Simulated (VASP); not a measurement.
# InSb (I-4m2) in VASP: notebook

InSb is run at these levels: PBE; tasks: single point.

Program: VASP 6.6.1. These are calculated values, not measurements. Logs are shortened: lines on timing, memory, paths and dates and some standing lists are left out, and cuts for length are marked.

## Step 1: The cell of the first run

The structure is tetragonal, space group I-4m2 (No. 119). The conventional cell has a = 4.581 Å, b = 4.581 Å, c = 6.575 Å, α = 90.00°, β = 90.00°, γ = 90.00°. In (site symmetry -4m2) has 4 Sb at 2.82 Å within 3.7 Å. Sb (site symmetry -4m2) has 4 In at 2.82 Å within 3.7 Å.

## Step 2: Single point, PBE (strain +0.000 along x and y, +0.015 along z)

INCAR

```
SYSTEM = InSb
ALGO = Normal ; EDIFF = 1E-7
ENCUT = 520 ; GGA = PE
ISIF = 2 ; ISMEAR = 0
LASPH = .TRUE. ; LCHARG = .TRUE.
LELF = .TRUE. ; LREAL = .FALSE.
LVHAR = .TRUE. ; LWAVE = .FALSE.
NBANDS = 16 ; NELM = 80
PREC = Accurate ; SIGMA = 0.15
```

KPOINTS

```
k-points
0
G
  12 12 12
  0 0 0
```

POSCAR

```
InSb
1.0
    0.0000000000      3.2391000000      3.2876865000
    3.2391000000      0.0000000000      3.2876865000
    3.2391000000      3.2391000000      0.0000000000
In Sb
1 1
Direct
    0.0000000000      0.0000000000      0.0000000000
    0.7500000000      0.7500000000      0.7500000000
```

Potentials or basis: VASP PAW PBE potentials, release 64 (In_d, Sb).

Launch:

```bash
cat potpaw_PBE.64/In_d/POTCAR potpaw_PBE.64/Sb/POTCAR > POTCAR
mpirun -np 1 vasp_std > vasp.out
```

OUTCAR:

```text
SYSTEM = InSb
   EDIFF = 1E-7
   ENCUT = 520
   GGA = PE
   ISIF = 2
   ISMEAR = 0
   LASPH = .TRUE.
   LREAL = .FALSE.
   NELM = 80
   PREC = Accurate

 ion  position               nearest neighbor table
   1  0.000  0.000  0.000-   2 2.82   2 2.82   2 2.82   2 2.82
   2  0.750  0.750  0.750-   1 2.82   1 2.82   1 2.82   1 2.82

  LATTYP: Found a body centered tetragonal cell.
 ALAT       =     4.5807791499
 C/A-ratio  =     1.4354267658

  Lattice vectors:

 A1 = (  -3.2391000000,   0.0000000000,   3.2876865000)
 A2 = (   3.2391000000,   0.0000000000,   3.2876865000)
 A3 = (   0.0000000000,   3.2391000000,  -3.2876865000)

Analysis of symmetry for initial positions (statically):
=====================================================================
 Subroutine PRICEL returns:
 Original cell was already a primitive cell.

 Routine SETGRP: Setting up the symmetry group for a
 body centered tetragonal supercell.

 Subroutine GETGRP returns: Found  8 space group operations
 (whereof  8 operations were pure point group operations)
 out of a pool of 16 trial point group operations.

The static configuration has the point symmetry D_2d.

Analysis of symmetry for dynamics (positions and initial velocities):
=====================================================================
 Subroutine PRICEL returns:
 Original cell was already a primitive cell.

 Routine SETGRP: Setting up the symmetry group for a
 body centered tetragonal supercell.

 Subroutine GETGRP returns: Found  8 space group operations
 (whereof  8 operations were pure point group operations)
 out of a pool of 16 trial point group operations.

The dynamic configuration has the point symmetry D_2d.

 Subroutine INISYM returns: Found  8 space group operations
 (whereof  8 operations are pure point group operations),
 and found     1 'primitive' translations

----------------------------------------------------------------------------------------

                                     Primitive cell

  volume of cell :      68.9873

  direct lattice vectors                    reciprocal lattice vectors
     0.000000000  3.239100000  3.287686500    -0.154363867  0.154363867  0.152082627
     3.239100000  0.000000000  3.287686500     0.154363867 -0.154363867  0.152082627
     3.239100000  3.239100000  0.000000000     0.154363867  0.154363867 -0.152082627

  length of vectors
     4.615262867  4.615262867  4.580779150     0.266055506  0.266055506  0.266055506

  position of ions in fractional coordinates (direct lattice)
     0.000000000  0.000000000  0.000000000
     0.750000000  0.750000000  0.750000000

  ion indices of the primitive-cell ions
   primitive index   ion index
                 1           1
                 2           2

----------------------------------------------------------------------------------------

 KPOINTS: k-points

Automatic generation of k-mesh.
 Grid dimensions read from file:
 generate k-points for:   12   12   12

 Generating k-lattice:

  Cartesian coordinates                     Fractional coordinates (reciprocal lattice)
    -0.012863656  0.012863656  0.012673552     0.083333333  0.000000000  0.000000000
     0.012863656 -0.012863656  0.012673552     0.000000000  0.083333333  0.000000000
     0.012863656  0.012863656 -0.012673552     0.000000000  0.000000000  0.083333333

  Length of vectors
     0.022171292  0.022171292  0.022171292

  Shift w.r.t. Gamma in fractional coordinates (k-lattice)
     0.000000000  0.000000000  0.000000000

 Subroutine IBZKPT returns following result:
 ===========================================

 Found    163 irreducible k-points:

 Following reciprocal coordinates:
            Coordinates               Weight
  0.000000  0.000000  0.000000      1.000000
  0.083333 -0.000000  0.000000      8.000000
  0.166667 -0.000000  0.000000      8.000000
  0.250000 -0.000000  0.000000      8.000000
  0.333333 -0.000000  0.000000      8.000000
  0.416667 -0.000000  0.000000      8.000000
[... 16 lines left out ...]
  0.500000  0.166667  0.000000      8.000000
 -0.416667  0.166667  0.000000      8.000000
 [... further k-points ...]
   k-points           NKPTS =    163   k-points in BZ     NKDIM =    163   number of bands    NBANDS=     16
   number of dos      NEDOS =    301   number of ions     NIONS =      2
   total plane-waves  NPLWV =  46656
   dimension x,y,z NGX =    36 NGY =   36 NGZ =   36
   dimension x,y,z NGXF=    72 NGYF=   72 NGZF=   72
   ions per type =               1   1
   NGX,Y,Z   is equivalent  to a cutoff of  12.97, 12.97, 13.07 a.u.
   NGXF,Y,Z  is equivalent  to a cutoff of  25.94, 25.94, 26.13 a.u.
 SYSTEM =  InSb
   PREC   = accura    normal or accurate (medium, high low for compatibility)
   ISTART =      0    job   : 0-new  1-cont  2-samecut
   ICHARG =      2    charge: 1-file 2-atom 10-const
   ISPIN  =      1    spin polarized calculation?
   LNONCOLLINEAR =      F non collinear calculations
   LSORBIT =      F    spin-orbit coupling
   LASPH  =      T    aspherical Exc in radial PAW
   ENCUT  =  520.0 eV  38.22 Ry    6.18 a.u.   8.58  8.58  8.52*2*pi/ulx,y,z
   NELM   =     80;   NELMIN=  2; NELMDL= -5     # of ELM steps
   EDIFF  = 0.1E-06   stopping-criterion for ELM
   LREAL  =      F    real-space projection
   EDIFFG = 0.1E-05   stopping-criterion for IOM
   NSW    =      0    number of steps for IOM
   IBRION =     -1    ionic relax: 0-MD 1-quasi-New 2-CG
   NFREE  =      0    steps in history (QN), initial steepest desc. (CG)
   ISIF   =      2    stress and relaxation
   ISYM   =      2    0-nonsym 1-usesym 2-fastsym
   POTIM  = 0.5000    time-step for ionic-motion
   TEBEG  =    0.0;   TEEND  =   0.0 temperature during run
   PSTRESS=    0.0 pullay stress
   NELECT =      18.0000    total number of electrons
   NUPDOWN=      -1.0000    fix difference up-down
   EMIN   =  10.00;   EMAX   =-10.00  energy-range for DOS
   EFERMI =   0.00;   METHOD = LEGACY
   ISMEAR =     0;   SIGMA  =   0.15  broadening in eV -4-tet -1-fermi 0-gaus
   EFERMI_NEDOS =   21; number of points for ismear=-14 and -15
   IALGO  =     38    algorithm
   IMIX   =      4    mixing-type and parameters
     AMIX     =   0.40;   BMIX     =  1.00
     AMIX_MAG =   1.60;   BMIX_MAG =  1.00
  volume/ion in A,a.u.               =      34.49       232.77
  Fermi-wavevector in a.u.,A,eV,Ry     =   1.046107  1.976855 14.889388  1.094339
  Thomas-Fermi vector in A             =   2.180931
   LORBIT       =      0    0 simple, 1 ext, 2 COOP (PROOUT), +10 PAW based schemes
   GGA     = PE    functional components
   LHFCALC =     F    Hartree Fock is set to
   AEXX    =    0.0000 exact exchange contribution
   IVDW    =     0    specifies the selected vdW correction
   LEPSILON=     F    determine dielectric tensor
   LRPA    =     F    only Hartree local field effects (RPA)
 non-spin polarized calculation
 Gauss-broadening in eV      SIGMA  =   0.15
  energy-cutoff  :      520.00
  volume of cell :       68.99
 maximum number of plane-waves:      1877
 NGX is ok and might be reduce to    36
   NGX = 17   NGY = 17   NGZ = 17

 number of electron      17.9999994 magnetization

 Free energy of the ion-electron system (eV)
  ---------------------------------------------------
  ext. energy  EPLUGINS =         0.00000000
  ---------------------------------------------------
  free energy    TOTEN  =        -6.92372212 eV

  energy without entropy =       -6.92347530  energy(sigma->0) =       -6.92359871

 E-fermi :   5.0733     XC(G=0):  -8.6241

 val. band max:        4.9772476794   @ k =   0.0000   0.0000   0.0000
 cond. band min:       5.4630267501   @ k =   0.5000  -0.0000   0.0000
 fundamental gap:      0.4857790707
 Fermi energy:         5.0733053402

 k-point     1 :       0.0000    0.0000    0.0000
  band No.  band energies     occupation
      1      -9.6242      2.00000
      2      -9.6211      2.00000
      3      -9.6211      2.00000
      4      -9.5421      2.00000
      5      -9.5400      2.00000
      6      -5.6733      2.00000
[... 8 lines left out ...]
     15      13.0878      0.00000
     16      13.3136      0.00000

 k-point     2 :       0.0833   -0.0000    0.0000
  band No.  band energies     occupation
      1      -9.6257      2.00000
      2      -9.6213      2.00000
      3      -9.6197      2.00000
      4      -9.5423      2.00000
      5      -9.5400      2.00000
      6      -5.6113      2.00000
[... 8 lines left out ...]
     15      12.5974      0.00000
     16      12.7769      0.00000

 k-point     3 :       0.1667   -0.0000    0.0000
  band No.  band energies     occupation
      1      -9.6335      2.00000
      2      -9.6179      2.00000
      3      -9.6160      2.00000
      4      -9.5425      2.00000
      5      -9.5401      2.00000
      6      -5.4299      2.00000
[... 8 lines left out ...]
     15      12.2050      0.00000
     16      12.3228      0.00000

 k-point     4 :       0.2500   -0.0000    0.0000
  band No.  band energies     occupation
      1      -9.6446      2.00000
      2      -9.6132      2.00000
      3      -9.6113      2.00000
      4      -9.5426      2.00000
      5      -9.5398      2.00000
      6      -5.1464      2.00000
[... 8 lines left out ...]
     15      12.2171      0.00000
     16      12.2603      0.00000

 k-point     5 :       0.3333   -0.0000    0.0000
  band No.  band energies     occupation
      1      -9.6557      2.00000
      2      -9.6089      2.00000
      3      -9.6070      2.00000
      4      -9.5421      2.00000
      5      -9.5390      2.00000
      6      -4.8014      2.00000
[... 8 lines left out ...]
     15      12.6637      0.00000
     16      12.6819      0.00000

 k-point     6 :       0.4167   -0.0000    0.0000
  band No.  band energies     occupation
      1      -9.6637      2.00000
      2      -9.6062      2.00000
      3      -9.6043      2.00000
      4      -9.5414      2.00000
      5      -9.5380      2.00000
      6      -4.4830      2.00000
[... 8 lines left out ...]
     15      13.4255      0.00000
     16      13.4960      0.00000

 k-point     7 :       0.5000   -0.0000    0.0000
  band No.  band energies     occupation
      1      -9.6666      2.00000
      2      -9.6052      2.00000
      3      -9.6034      2.00000
      4      -9.5411      2.00000
      5      -9.5376      2.00000
      6      -4.3435      2.00000
[... 8 lines left out ...]
     15      14.0555      0.00000
     16      14.1488      0.00000

 k-point     8 :       0.0833    0.0833    0.0000
  band No.  band energies     occupation
      1      -9.6297      2.00000
      2      -9.6184      2.00000
      3      -9.6184      2.00000
      4      -9.5416      2.00000
      5      -9.5408      2.00000
      6      -5.5918      2.00000
[... 8 lines left out ...]
     15      11.9618      0.00000
     16      13.3813      0.00000

 k-point     9 :       0.1667    0.0833    0.0000
  band No.  band energies     occupation
      1      -9.6363      2.00000
      2      -9.6157      2.00000
      3      -9.6147      2.00000
      4      -9.5416      2.00000
      5      -9.5412      2.00000
      6      -5.4511      2.00000
[... 8 lines left out ...]
     15      11.8589      0.00000
     16      13.0255      0.00000
[... 172 lines left out ...]
 k-point    19 :       0.1667    0.1667    0.0000
  band No.  band energies     occupation
      1      -9.6442      2.00000
      2      -9.6110      2.00000
      3      -9.6110      2.00000
      4      -9.5434      2.00000
      5      -9.5401      2.00000
      6      -5.3523      2.00000
[... 8 lines left out ...]
     15      12.2754      0.00000
     16      13.5837      0.00000

 k-point    20 :       0.2500    0.1667    0.0000
  band No.  band energies     occupation
      1      -9.6532      2.00000
      2      -9.6068      2.00000
      3      -9.6060      2.00000
      4      -9.5449      2.00000
      5      -9.5393      2.00000
      6      -5.1418      2.00000
[... 8 lines left out ...]
     15      12.9738      0.00000
     16      13.4869      0.00000

 k-point    21 :       0.3333    0.1667    0.0000
  band No.  band energies     occupation
      1      -9.6618      2.00000
      2      -9.6037      2.00000
      3      -9.6014      2.00000
      4      -9.5453      2.00000
      5      -9.5389      2.00000
      6      -4.8424      2.00000
[... 8 lines left out ...]
     15      13.2512      0.00000
     16      13.6158      0.00000

 k-point    22 :       0.4167    0.1667    0.0000
  band No.  band energies     occupation
      1      -9.6686      2.00000
      2      -9.6018      2.00000
      3      -9.5982      2.00000
      4      -9.5445      2.00000
      5      -9.5390      2.00000
      6      -4.5064      2.00000
[... 8 lines left out ...]
     15      13.4630      0.00000
     16      14.1312      0.00000

 k-point    23 :       0.5000    0.1667    0.0000
  band No.  band energies     occupation
      1      -9.6722      2.00000
      2      -9.6009      2.00000
      3      -9.5970      2.00000
      4      -9.5426      2.00000
      5      -9.5399      2.00000
      6      -4.2407      2.00000
[... 8 lines left out ...]
     15      13.8773      0.00000
     16      14.1693      0.00000

 k-point    24 :      -0.4167    0.1667    0.0000
  band No.  band energies     occupation
      1      -9.6718      2.00000
      2      -9.6012      2.00000
      3      -9.5979      2.00000
      4      -9.5416      2.00000
      5      -9.5406      2.00000
      6      -4.1942      2.00000
[... 8 lines left out ...]
     15      13.1666      0.00000
     16      13.4615      0.00000

 [... further k-points ...]

------------------------ aborting loop because EDIFF is reached ----------------------------------------

  FORCE on cell =-STRESS in cart. coord.  units (eV):
  Direction    XX          YY          ZZ          XY          YZ          ZX
  --------------------------------------------------------------------------------------
  -------------------------------------------------------------------------------------
  Total        1.0802863      1.0802863      0.9093570      0.0000000      0.0000000      0.0000000
  in kB       25.0888272     25.0888272     21.1191236      0.0000000      0.0000000      0.0000000
  external PRESSURE =      23.7655927 kB  Pullay stress =       0.0000000 kB

 VOLUME and BASIS-vectors are now :
 -----------------------------------------------------------------------------
  energy-cutoff  :      520.00
  volume of cell :       68.99
      direct lattice vectors                 reciprocal lattice vectors
     0.000000000  3.239100000  3.287686500    -0.154363867  0.154363867  0.152082627
     3.239100000  0.000000000  3.287686500     0.154363867 -0.154363867  0.152082627
     3.239100000  3.239100000  0.000000000     0.154363867  0.154363867 -0.152082627

 POSITION                                       TOTAL-FORCE (eV/Angst)
 -----------------------------------------------------------------------------------
      0.00000      0.00000      0.00000        -0.000000     -0.000000      0.000000
      4.85865      4.85865      4.93153         0.000000      0.000000     -0.000000
 -----------------------------------------------------------------------------------
    total drift:                               -0.000000     -0.000000      0.000000

  FREE ENERGIE OF THE ION-ELECTRON SYSTEM (eV)
  ---------------------------------------------------
  free  energy   TOTEN  =        -6.9237221214 eV

  energy  without entropy=       -6.9234752974  energy(sigma->0) =       -6.92359871
```

It took 3.3 min on 1 thread of Intel Xeon Platinum 8259CL at 2.50GHz (Skylake/Cascade Lake), shared host; peak memory 0.33 GiB.

Results:

| Item | Value |
| --- | --- |
| Free energy | -6.9237 eV |
| Pressure | 2.4 GPa |
| Band gap on the k mesh | zero (filled and empty bands touch) |

Levels at points of the mesh, in eV from the Fermi level:
| k point | band 7 | band 8 | band 9 | band 10 | band 11 | band 12 |
| --- | --- | --- | --- | --- | --- | --- |
| (0.00, 0.00, 0.00) | -0.39 | -0.17 | -0.10 | -0.10 | 2.83 | 2.83 |
| (0.50, 0.00, 0.00) | -5.67 | -1.15 | -1.06 | 0.39 | 3.66 | 3.73 |
| (0.50, 0.50, 0.00) | -6.02 | -2.28 | -2.28 | 1.29 | 1.30 | 7.94 |
| (0.50, 0.00, 0.50) | -5.95 | -2.36 | -2.36 | 1.18 | 1.23 | 7.91 |

Caveat: the cell differs from its parent crystal (strain +0.000 along x and y, +0.015 along z); semilocal functionals underestimate gaps, so a narrow gap can read as zero; spin-orbit coupling is left out, which moves the levels of the heavy elements.

## Step 3: Single point, PBE (strain +0.000 along x and y, +0.030 along z)

INCAR

```
PREC = Accurate
ENCUT = 520
EDIFF = 1E-6
ISMEAR = 0
SIGMA = 0.15
LREAL = False
LASPH = True
NELM = 80
ALGO = Normal
ISIF = 2
LWAVE = False
LCHARG = True
GGA = PE
LELF = True
LVHAR = True
NBANDS = 16
```

KPOINTS

```
Automatic mesh
0
Gamma
  12 12 12
```

POSCAR

```
InSb
1.0
    0.0000000000      3.2391000000      3.3362730000
    3.2391000000      0.0000000000      3.3362730000
    3.2391000000      3.2391000000      0.0000000000
In Sb
1 1
Direct
    0.0000000000      0.0000000000      0.0000000000
    0.7500000000      0.7500000000      0.7500000000
```

Potentials or basis: VASP PAW PBE potentials, release 64 (In_d, Sb).

Launch:

```bash
cat potpaw_PBE.64/In_d/POTCAR potpaw_PBE.64/Sb/POTCAR > POTCAR
mpirun -np 1 vasp_std > vasp.out
```

Run time: 2.5 min. Hardware: 1 thread of Intel Xeon Platinum 8259CL at 2.50GHz (Skylake/Cascade Lake), shared host; peak memory 0.34 GiB.

Results (log left out):

| Quantity | Value |
| --- | --- |
| Free energy | -6.9342 eV |
| Pressure | 1.7 GPa |
| Band gap on the k mesh | zero (filled and empty bands touch) |

Stress tensor (GPa, compression positive):
```
1.95 0.00 0.00
0.00 1.95 0.00
0.00 0.00 1.14
```

Levels at points of the mesh, in eV from the Fermi level:
```
           k point  band 5  band 6  band 7  band 8  band 9  band 10  band 11  band 12  band 13  band 14
(0.00, 0.00, 0.00)  -14.61  -10.67   -0.50   -0.24   -0.09    -0.09     2.81     2.81     2.87     5.57
(0.50, 0.00, 0.00)  -14.60   -9.38   -5.62   -1.20   -1.01     0.34     3.61     3.74     5.98     7.96
(0.50, 0.50, 0.00)  -14.60   -8.86   -6.01   -2.20   -2.20     1.35     1.36     7.82     7.82     8.36
(0.50, 0.00, 0.50)  -14.60   -8.78   -5.89   -2.36   -2.34     1.14     1.21     7.76     7.87     8.50
```

Caveat: the cell differs from its parent crystal (strain +0.000 along x and y, +0.030 along z); semilocal functionals underestimate gaps, so a narrow gap can read as zero; spin-orbit coupling is left out, which moves the levels of the heavy elements.
